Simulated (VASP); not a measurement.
A run of VASP 6.6.1 is set up as follows.

File INCAR:

```
ALGO = Normal
EDIFF = 1E-6
ENCUT = 520
GGA = PE
ISIF = 2
ISMEAR = 0
LASPH = T
LCHARG = F
LREAL = F
LWAVE = F
NBANDS = 9
NELM = 80
PREC = Accurate
SIGMA = 0.02
```

File KPOINTS:

```
k-points
0
Gamma
  10 10 10
```

Contents of POSCAR:

```
LiH
1.0
    2.5071185326      0.0000000000      0.0000000000
    0.0000000000      2.5071185326      0.0000000000
    0.0000000000      0.0000000000      2.5071185326
Li H
1 1
Direct
    0.0000000000      0.0000000000      0.0000000000
    0.5000000000      0.5000000000      0.5000000000
```

Potentials or basis: VASP PAW PBE potentials, release 64 (Li_sv, H).

Launch:

```sh
$ cat potpaw_PBE.64/Li_sv/POTCAR potpaw_PBE.64/H/POTCAR > POTCAR
$ mpirun -np 1 vasp_std > vasp.out
```

Question: Predict the band gap on the k mesh.

Answer: 0.73 eV, indirect (least direct gap 4.21 eV).

 A k mesh can miss the band edges.
